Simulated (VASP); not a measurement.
Wanted: the native input for a VASP 6.6.1 run.

| Property | Result |
| --- | --- |
| Task | single point |
| Functional | HSE06 |
| Potentials or basis | VASP PAW PBE potentials, release 64 (Sn_d, O) |
| Cutoff | 520 eV |
| k mesh | 6 × 6 × 6 |
| Occupations | gaussian, width 0.01 eV |
| Spin | no spin polarisation |
| Dipole correction | no |
| Grid for exact exchange (PRECFOCK) | Normal |
| Further INCAR settings | ALGO = Normal; EDIFF = 1e-06; NBANDS = 20 |
| Share of exact exchange | 0.25 |
| Screening parameter | 0.2079 1/Å |

Crystal: SnO2.

```
Sn O
1.0
     0.00000    2.45746    2.45746
     2.45746    0.00000    2.45746
     2.45746    2.45746    0.00000
Sn O
1 2
Direct
  0.00000 0.00000 0.00000
  0.25000 0.25000 0.25000
  0.75000 0.75000 0.75000
```

This cell differs from its parent crystal: strain -3.0%.

One way to write it, as run:

POSCAR

```
SnO2
1.0
    0.0000000000      2.4574629624      2.4574629624
    2.4574629624      0.0000000000      2.4574629624
    2.4574629624      2.4574629624      0.0000000000
Sn O
1 2
Direct
    0.0000000000      0.0000000000      0.0000000000
    0.2500000000      0.2500000000      0.2500000000
    0.7500000000      0.7500000000      0.7500000000
```

INCAR.step1

```
SYSTEM = SnO2
ALGO = Normal ; EDIFF = 1E-5
ENCUT = 520 ; GGA = PE
GGA_COMPAT = .FALSE. ; ISIF = 2
ISMEAR = 0 ; LASPH = .TRUE.
LREAL = .FALSE. ; LWAVE = .TRUE.
NBANDS = 20 ; NELM = 120
PREC = Accurate ; SIGMA = 0.01
```

INCAR.step2

```
SYSTEM = SnO2
ALGO = Normal ; EDIFF = 1E-6
ENCUT = 520 ; GGA = PE
GGA_COMPAT = .FALSE. ; HFSCREEN = 0.2079
ISIF = 2 ; ISMEAR = 0
ISTART = 1 ; LASPH = .TRUE.
LCHARG = .TRUE. ; LELF = .TRUE.
LHFCALC = .TRUE. ; LREAL = .FALSE.
LVHAR = .TRUE. ; LWAVE = .FALSE.
NBANDS = 20 ; NELM = 120
PREC = Accurate ; PRECFOCK = Normal
SIGMA = 0.01
```

KPOINTS

```
k-points
0
G
  6 6 6
  0 0 0
```

Potentials or basis: VASP PAW PBE potentials, release 64 (Sn_d, O).

The run is started by

```console
$ cat potpaw_PBE.64/Sn_d/POTCAR potpaw_PBE.64/O/POTCAR > POTCAR
$ cp INCAR.step1 INCAR
$ mpirun -np 1 vasp_std > vasp.out
$ cp INCAR.step2 INCAR
$ mpirun -np 1 vasp_std > vasp.out
```

It gave:

```yaml
Pressure: 24.1 GPa
Band_gap_on_the_k_mesh: 2.80 eV (least direct gap 4.47 eV)
```

Caveat: the cell differs from its parent crystal (strain -3.0%); the cell stands under pressure; the structure was generated, so it needn't be the stable form of SnO2; the PAW data sets were made with another functional, which shifts forces and pressure a little; spin-orbit coupling is left out, which moves the levels of the heavy elements.

It took 66 min on 1 thread of Intel(R) Xeon(R) Platinum 8259CL CPU @ 2.50GHz (Skylake/Cascade Lake), on a shared host, peak memory 0.27 GiB.
